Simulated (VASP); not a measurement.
# Ti (P6/mmm) in VASP: a series of runs

The runs below take Ti through single point, with PBE.

Program: VASP 6.6.1. These are calculated values, not measurements. Logs are shortened: lines on timing, memory, paths and dates and some standing lists are left out, and cuts for length are marked.

**1. The cell of the first run**

The structure is hexagonal, space group P6/mmm (No. 191). Conventional cell: a = 2.739 Å, b = 2.739 Å, c = 2.748 Å, α = 90.00°, β = 90.00°, γ = 120.00°. Ti (site symmetry 6/mmm) has 8 Ti at 2.74 to 2.75 Å within 3.6 Å.

This isn't the form of Ti at room conditions, which is hcp.

**2. Single point, PBE**

INCAR reads:

```
SYSTEM = Ti
PREC     = Accurate       ! precision mode
ENCUT    = 520            ! plane-wave cutoff, eV
EDIFF    = 1E-7           ! SCF threshold, eV
ISMEAR   = -1             ! smearing method
SIGMA    = 0.05           ! smearing width, eV
LREAL    = .False.        ! projectors in reciprocal space
LASPH    = .True.         ! aspherical terms in the spheres
NELM     = 60             ! most SCF steps
ALGO     = Normal         ! electronic algorithm
ISIF     = 2              ! what is computed and relaxed
LWAVE    = .False.        ! write WAVECAR
LCHARG   = .False.        ! write CHGCAR
GGA      = PE             ! functional
NBANDS   = 12             ! bands
```

KPOINTS reads:

```
regular mesh
0
Gamma
  16 16 14
  0 0 0
```

POSCAR reads:

```
Ti
1.0
    2.7394748891      0.0000000000      0.0000000000
   -1.3697374446      2.3724548470      0.0000000000
    0.0000000000      0.0000000000      2.7477180294
Ti
1
Direct
    0.0000000000      0.0000000000      0.0000000000
```

Potentials or basis: VASP PAW PBE potentials, release 64 (Ti_sv).

Launch:

```bash
$ cat potpaw_PBE.64/Ti_sv/POTCAR > POTCAR
$ mpirun -np 1 vasp_std > vasp.out
```

OUTCAR:

```text
SYSTEM = Ti
   PREC = Accurate
   ENCUT = 520
   EDIFF = 1E-7
   ISMEAR = -1
   LREAL = .False.
   LASPH = .True.
   NELM = 60
   ISIF = 2
   GGA = PE

 ion  position               nearest neighbor table
   1  0.000  0.000  0.000-

  LATTYP: Found a hexagonal cell.
 ALAT       =     2.7394748891
 C/A-ratio  =     1.0030090220

  Lattice vectors:

 A1 = (   2.7394748891,   0.0000000000,   0.0000000000)
 A2 = (  -1.3697374446,   2.3724548470,   0.0000000000)
 A3 = (   0.0000000000,   0.0000000000,   2.7477180294)

Analysis of symmetry for initial positions (statically):
=====================================================================
 Subroutine PRICEL returns:
 Original cell was already a primitive cell.

 Routine SETGRP: Setting up the symmetry group for a
 hexagonal supercell.

 Subroutine GETGRP returns: Found 24 space group operations
 (whereof 24 operations were pure point group operations)
 out of a pool of 24 trial point group operations.

The static configuration has the point symmetry D_6h.

Analysis of symmetry for dynamics (positions and initial velocities):
=====================================================================
 Subroutine PRICEL returns:
 Original cell was already a primitive cell.

 Routine SETGRP: Setting up the symmetry group for a
 hexagonal supercell.

 Subroutine GETGRP returns: Found 24 space group operations
 (whereof 24 operations were pure point group operations)
 out of a pool of 24 trial point group operations.

The dynamic configuration has the point symmetry D_6h.

 Subroutine INISYM returns: Found 24 space group operations
 (whereof 24 operations are pure point group operations),
 and found     1 'primitive' translations

----------------------------------------------------------------------------------------

                                     Primitive cell

  volume of cell :      17.8582

  direct lattice vectors                    reciprocal lattice vectors
     2.739474889  0.000000000  0.000000000     0.365033461  0.210752167  0.000000000
    -1.369737445  2.372454847  0.000000000     0.000000000  0.421504334  0.000000000
     0.000000000  0.000000000  2.747718029     0.000000000  0.000000000  0.363938362

  length of vectors
     2.739474889  2.739474889  2.747718029     0.421504334  0.421504334  0.363938362

  position of ions in fractional coordinates (direct lattice)
     0.000000000  0.000000000  0.000000000

  ion indices of the primitive-cell ions
   primitive index   ion index
                 1           1

----------------------------------------------------------------------------------------

 KPOINTS: regular mesh

Automatic generation of k-mesh.
 Grid dimensions read from file:
 generate k-points for:   16   16   14

 Generating k-lattice:

  Cartesian coordinates                     Fractional coordinates (reciprocal lattice)
     0.022814591  0.013172010  0.000000000     0.062500000  0.000000000  0.000000000
     0.000000000  0.026344021  0.000000000     0.000000000  0.062500000  0.000000000
     0.000000000  0.000000000  0.025995597     0.000000000  0.000000000  0.071428571

  Length of vectors
     0.026344021  0.026344021  0.025995597

  Shift w.r.t. Gamma in fractional coordinates (k-lattice)
     0.000000000  0.000000000  0.000000000

 Subroutine IBZKPT returns following result:
 ===========================================

 Found    240 irreducible k-points:

 Following reciprocal coordinates:
            Coordinates               Weight
  0.000000  0.000000  0.000000      1.000000
  0.062500  0.000000  0.000000      6.000000
  0.125000  0.000000  0.000000      6.000000
  0.187500  0.000000  0.000000      6.000000
  0.250000  0.000000  0.000000      6.000000
  0.312500 -0.000000  0.000000      6.000000
[... 16 lines left out ...]
  0.187500  0.187500  0.000000      6.000000
  0.250000  0.187500  0.000000     12.000000
 [... further k-points ...]
   k-points           NKPTS =    240   k-points in BZ     NKDIM =    240   number of bands    NBANDS=     12
   number of dos      NEDOS =    301   number of ions     NIONS =      1
   total plane-waves  NPLWV =   8000
   dimension x,y,z NGX =    20 NGY =   20 NGZ =   20
   dimension x,y,z NGXF=    40 NGYF=   40 NGZF=   40
   ions per type =               1
   NGX,Y,Z   is equivalent  to a cutoff of  12.14, 12.14, 12.10 a.u.
   NGXF,Y,Z  is equivalent  to a cutoff of  24.27, 24.27, 24.20 a.u.
 SYSTEM =  Ti
   PREC   = accura    normal or accurate (medium, high low for compatibility)
   ISTART =      0    job   : 0-new  1-cont  2-samecut
   ICHARG =      2    charge: 1-file 2-atom 10-const
   ISPIN  =      1    spin polarized calculation?
   LNONCOLLINEAR =      F non collinear calculations
   LSORBIT =      F    spin-orbit coupling
   LASPH  =      T    aspherical Exc in radial PAW
   ENCUT  =  520.0 eV  38.22 Ry    6.18 a.u.   5.09  5.09  5.11*2*pi/ulx,y,z
   NELM   =     60;   NELMIN=  2; NELMDL= -5     # of ELM steps
   EDIFF  = 0.1E-06   stopping-criterion for ELM
   LREAL  =      F    real-space projection
   EDIFFG = 0.1E-05   stopping-criterion for IOM
   NSW    =      0    number of steps for IOM
   IBRION =     -1    ionic relax: 0-MD 1-quasi-New 2-CG
   NFREE  =      0    steps in history (QN), initial steepest desc. (CG)
   ISIF   =      2    stress and relaxation
   ISYM   =      2    0-nonsym 1-usesym 2-fastsym
   POTIM  = 0.5000    time-step for ionic-motion
   TEBEG  =    0.0;   TEEND  =   0.0 temperature during run
   PSTRESS=    0.0 pullay stress
   NELECT =      12.0000    total number of electrons
   NUPDOWN=      -1.0000    fix difference up-down
   EMIN   =  10.00;   EMAX   =-10.00  energy-range for DOS
   EFERMI =   0.00;   METHOD = LEGACY
   ISMEAR =    -1;   SIGMA  =   0.05  broadening in eV -4-tet -1-fermi 0-gaus
   EFERMI_NEDOS =   21; number of points for ismear=-14 and -15
   IALGO  =     38    algorithm
   IMIX   =      4    mixing-type and parameters
     AMIX     =   0.40;   BMIX     =  1.00
     AMIX_MAG =   1.60;   BMIX_MAG =  1.00
  volume/ion in A,a.u.               =      17.86       120.51
  Fermi-wavevector in a.u.,A,eV,Ry     =   1.433913  2.709702 27.975022  2.056106
  Thomas-Fermi vector in A             =   2.553379
   LORBIT       =      0    0 simple, 1 ext, 2 COOP (PROOUT), +10 PAW based schemes
   GGA     = PE    functional components
   LHFCALC =     F    Hartree Fock is set to
   AEXX    =    0.0000 exact exchange contribution
   IVDW    =     0    specifies the selected vdW correction
   LEPSILON=     F    determine dielectric tensor
   LRPA    =     F    only Hartree local field effects (RPA)
 non-spin polarized calculation
  energy-cutoff  :      520.00
  volume of cell :       17.86
 maximum number of plane-waves:       492
   NGX = 11   NGY = 11   NGZ = 11

 number of electron      12.0000004 magnetization

 Free energy of the ion-electron system (eV)
  ---------------------------------------------------
  ext. energy  EPLUGINS =         0.00000000
  ---------------------------------------------------
  free energy    TOTEN  =        -7.47979365 eV

  energy without entropy =       -7.47271586  energy(sigma->0) =       -7.47625476

 E-fermi :   7.7533     XC(G=0): -11.3078

 val. band max:        7.7524089067   @ k =   0.2500   0.1875   0.4286
 cond. band min:       7.7596181371   @ k =   0.2500   0.1875   0.0000
 fundamental gap:      0.0072092305
 Fermi energy:         7.7533440232

 k-point     1 :       0.0000    0.0000    0.0000
  band No.  band energies     occupation
      1     -48.8259      2.00000
      2     -24.7830      2.00000
      3     -24.5535      2.00000
      4     -24.5535      2.00000
      5       1.9972      2.00000
      6       6.5145      2.00000
      7       8.9031      0.00000
      8       8.9031      0.00000
      9      11.5982      0.00000
     10      11.5982      0.00000
     11      21.8033      0.00000
     12      23.9054      0.00000

 k-point     2 :       0.0625    0.0000    0.0000
  band No.  band energies     occupation
      1     -48.8199      2.00000
      2     -24.7789      2.00000
      3     -24.5885      2.00000
      4     -24.5612      2.00000
      5       2.1250      2.00000
      6       6.5699      2.00000
      7       8.7945      0.00000
      8       8.9983      0.00000
      9      11.4898      0.00000
     10      11.5818      0.00000
     11      22.0268      0.00000
     12      23.9276      0.00000

 k-point     3 :       0.1250    0.0000    0.0000
  band No.  band energies     occupation
      1     -48.8025      2.00000
      2     -24.7674      2.00000
      3     -24.6872      2.00000
      4     -24.5831      2.00000
      5       2.4971      2.00000
      6       6.7245      2.00000
      7       8.5106      0.00000
      8       9.2771      0.00000
      9      11.1991      0.00000
     10      11.5355      0.00000
     11      22.6591      0.00000
     12      23.6758      0.00000
[... 286 lines left out ...]
 k-point    23 :       0.1875    0.1875    0.0000
  band No.  band energies     occupation
      1     -48.7074      2.00000
      2     -25.1429      2.00000
      3     -24.7687      2.00000
      4     -24.7045      2.00000
      5       4.8751      2.00000
      6       7.2727      1.99987
      7       7.5354      1.97473
      8      10.0762      0.00000
      9      11.1045      0.00000
     10      11.3152      0.00000
     11      20.0104      0.00000
     12      20.3805      0.00000

 k-point    24 :       0.2500    0.1875    0.0000
  band No.  band energies     occupation
      1     -48.6829      2.00000
      2     -25.2344      2.00000
      3     -24.8379      2.00000
      4     -24.6884      2.00000
      5       5.6289      2.00000
      6       7.0668      2.00000
      7       7.7596      0.93734
      8       9.8890      0.00000
      9      10.9377      0.00000
     10      12.0321      0.00000
     11      18.4112      0.00000
     12      19.4735      0.00000

 [... further k-points ...]

------------------------ aborting loop because EDIFF is reached ----------------------------------------

  FORCE on cell =-STRESS in cart. coord.  units (eV):
  Direction    XX          YY          ZZ          XY          YZ          ZX
  --------------------------------------------------------------------------------------
  -------------------------------------------------------------------------------------
  Total       -0.1240805     -0.1240805     -0.1255504      0.0000000     -0.0000000      0.0000000
  in kB      -11.1320885    -11.1320885    -11.2639608      0.0000000     -0.0000000      0.0000000
  external PRESSURE =     -11.1760459 kB  Pullay stress =       0.0000000 kB

 VOLUME and BASIS-vectors are now :
 -----------------------------------------------------------------------------
  energy-cutoff  :      520.00
  volume of cell :       17.86
      direct lattice vectors                 reciprocal lattice vectors
     2.739474889  0.000000000  0.000000000     0.365033461  0.210752167  0.000000000
    -1.369737445  2.372454847  0.000000000     0.000000000  0.421504334  0.000000000
     0.000000000  0.000000000  2.747718029     0.000000000  0.000000000  0.363938362

 POSITION                                       TOTAL-FORCE (eV/Angst)
 -----------------------------------------------------------------------------------
      0.00000      0.00000      0.00000         0.000000      0.000000      0.000000
 -----------------------------------------------------------------------------------
    total drift:                               -0.000000      0.000000      0.000000

  FREE ENERGIE OF THE ION-ELECTRON SYSTEM (eV)
  ---------------------------------------------------
  free  energy   TOTEN  =        -7.4797936482 eV

  energy  without entropy=       -7.4727158619  energy(sigma->0) =       -7.47625476
```

It took 60 s on 1 thread of Intel Xeon 8259CL, shared host; peak memory 0.16 GiB.

Results:

* Free energy: -7.4798 eV
* Pressure: -1.1 GPa
* Band gap on the k mesh: zero (bands 6 and 7 overlap by 0.57 eV)

**3. Single point, PBE**

INCAR reads:

```
PREC = Accurate ; ENCUT = 520
EDIFF = 1E-6 ; ISMEAR = -1
SIGMA = 0.05 ; LREAL = False
LASPH = True ; NELM = 100
ALGO = Normal ; ISIF = 2
LWAVE = False ; LCHARG = True
GGA = PE ; LELF = True
LVHAR = True ; NBANDS = 12
```

KPOINTS reads:

```
regular mesh
0
Gamma
  16 16 14
```

POSCAR reads:

```
Ti
1.0
    2.7394363308      0.0000000000      0.0000000000
   -1.3697181654      2.3724214545      0.0000000000
    0.0000000000      0.0000000000      2.7469867727
Ti
1
Direct
    0.0000000000      0.0000000000      0.0000000000
```

Potentials or basis: VASP PAW PBE potentials, release 64 (Ti_sv).

Launch:

```bash
$ cat potpaw_PBE.64/Ti_sv/POTCAR > POTCAR
$ mpirun -np 1 vasp_std > vasp.out
```

OUTCAR:

```text
PREC = Accurate
   ENCUT = 520
   EDIFF = 1E-6
   ISMEAR = -1
   LREAL = False
   LASPH = True
   NELM = 100
   ISIF = 2
   GGA = PE

 ion  position               nearest neighbor table
   1  0.000  0.000  0.000-

  LATTYP: Found a hexagonal cell.
 ALAT       =     2.7394363308
 C/A-ratio  =     1.0027562027

  Lattice vectors:

 A1 = (   2.7394363308,   0.0000000000,   0.0000000000)
[... 537 lines left out ...]
     10      12.0355      0.00000
     11      18.4153      0.00000
     12      19.4774      0.00000

 [... further k-points ...]

------------------------ aborting loop because EDIFF is reached ----------------------------------------

  FORCE on cell =-STRESS in cart. coord.  units (eV):
  Direction    XX          YY          ZZ          XY          YZ          ZX
  --------------------------------------------------------------------------------------
  -------------------------------------------------------------------------------------
  Total       -0.1223704     -0.1223704     -0.1190770      0.0000000     -0.0000000     -0.0000000
  in kB      -10.9818969    -10.9818969    -10.6863408      0.0000000     -0.0000000     -0.0000000
  external PRESSURE =     -10.8833782 kB  Pullay stress =       0.0000000 kB

 VOLUME and BASIS-vectors are now :
 -----------------------------------------------------------------------------
  energy-cutoff  :      520.00
  volume of cell :       17.85
      direct lattice vectors                 reciprocal lattice vectors
     2.739436331  0.000000000  0.000000000     0.365038599  0.210755133  0.000000000
    -1.369718165  2.372421454  0.000000000     0.000000000  0.421510267  0.000000000
     0.000000000  0.000000000  2.746986773     0.000000000  0.000000000  0.364035244

 POSITION                                       TOTAL-FORCE (eV/Angst)
 -----------------------------------------------------------------------------------
      0.00000      0.00000      0.00000        -0.000000      0.000000      0.000000
 -----------------------------------------------------------------------------------
    total drift:                               -0.000000      0.000000      0.000000

  FREE ENERGIE OF THE ION-ELECTRON SYSTEM (eV)
  ---------------------------------------------------
  free  energy   TOTEN  =        -7.4798280213 eV

  energy  without entropy=       -7.4727341538  energy(sigma->0) =       -7.47628109
```

OSZICAR:

```text
N       E                     dE             d eps       ncg     rms          rms(c)
DAV:   1     0.877862471492E+02    0.87786E+02   -0.65791E+03  5760   0.119E+03
DAV:   2    -0.387749728021E+01   -0.91664E+02   -0.88960E+02  5876   0.294E+02
DAV:   3    -0.825140880934E+01   -0.43739E+01   -0.42980E+01  7980   0.662E+01
DAV:   4    -0.834378998200E+01   -0.92381E-01   -0.92222E-01  6484   0.847E+00
DAV:   5    -0.834604874997E+01   -0.22588E-02   -0.22587E-02  6992   0.118E+00    0.814E+00
DAV:   6    -0.746880776556E+01    0.87724E+00   -0.21830E+00  6112   0.199E+01    0.220E+00
DAV:   7    -0.746682278131E+01    0.19850E-02   -0.88290E-02  7000   0.296E+00    0.129E+00
DAV:   8    -0.747926816407E+01   -0.12445E-01   -0.38260E-02  6164   0.217E+00    0.141E-01
DAV:   9    -0.747982294377E+01   -0.55478E-03   -0.30158E-03  7072   0.546E-01    0.820E-02
DAV:  10    -0.747985765050E+01   -0.34707E-04   -0.28860E-04  6124   0.176E-01    0.184E-02
DAV:  11    -0.747982658149E+01    0.31069E-04   -0.25542E-05  6648   0.752E-02    0.700E-03
DAV:  12    -0.747982764672E+01   -0.10652E-05   -0.10179E-06  4908   0.111E-02    0.161E-03
DAV:  13    -0.747982802125E+01   -0.37453E-06   -0.16314E-07  3052   0.421E-03
   1 F= -.74798280E+01 E0= -.74762811E+01  d E =-.709387E-02
```

stdout:

```text
POSCAR found type information on POSCAR Ti
 POSCAR found :  1 types and       1 ions
 scaLAPACK will be used
 LDA part: xc-table for (Slater+PW92), standard interpolation
 POSCAR, INCAR and KPOINTS ok, starting setup
 FFT: planning ... GRIDC
 FFT: planning ... GRID_SOFT
 FFT: planning ... GRID
 WAVECAR not read
 entering main loop
```

It took 63 s on 1 thread of Intel Xeon 8259CL, shared host; peak memory 0.16 GiB.

What came out:

* Free energy: -7.4798 eV
* Pressure: -1.1 GPa
* Band gap on the k mesh: zero (bands 6 and 7 overlap by 0.58 eV)
